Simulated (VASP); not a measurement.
Here is a VASP 6.6.1 calculation.

The input INCAR:

```
ALGO     = Fast           # electronic algorithm
EDIFF    = 1E-6           # SCF threshold, eV
EDIFFG   = -0.005         # ionic threshold
ENCUT    = 600            # plane-wave cutoff, eV
GGA      = PE             # functional
IBRION   = 2              # ionic algorithm
ISIF     = 3              # what is computed and relaxed
ISMEAR   = 0              # smearing method
LASPH    = T              # aspherical terms in the spheres
LCHARG   = F              # write CHGCAR
LREAL    = F              # projectors in reciprocal space
LWAVE    = F              # write WAVECAR
NELM     = 80             # most SCF steps
NSW      = 100            # ionic steps
PREC     = Accurate       # precision mode
SIGMA    = 0.1            # smearing width, eV
```

File KPOINTS:

```
k-points
0
Gamma
  15 15 8
```

Contents of POSCAR:

```
Mg
1.0
    3.2092715325      0.0000000000      0.0000000000
   -1.6046357662      2.7793106748      0.0000000000
    0.0000000000      0.0000000000      5.2103300000
Mg
2
Direct
    0.3333333333      0.6666666667      0.2500000000
    0.6666666667      0.3333333333      0.7500000000
```

Potentials or basis: VASP PAW PBE potentials, release 64 (Mg).

Command:

```console
$ cat potpaw_PBE.64/Mg/POTCAR > POTCAR
$ mpirun -np 1 vasp_std > vasp.out
```

(1) What does it give for the band gap on the k mesh?

(2) Predict the relaxed volume.

(3) Predict the space group after relaxing (to 0.1 Å).

Results:

(1) zero (bands 2 and 3 overlap by 2.01 eV).

(2) 22.85 Å³/atom.

(3) P6_3/mmc (No. 194).
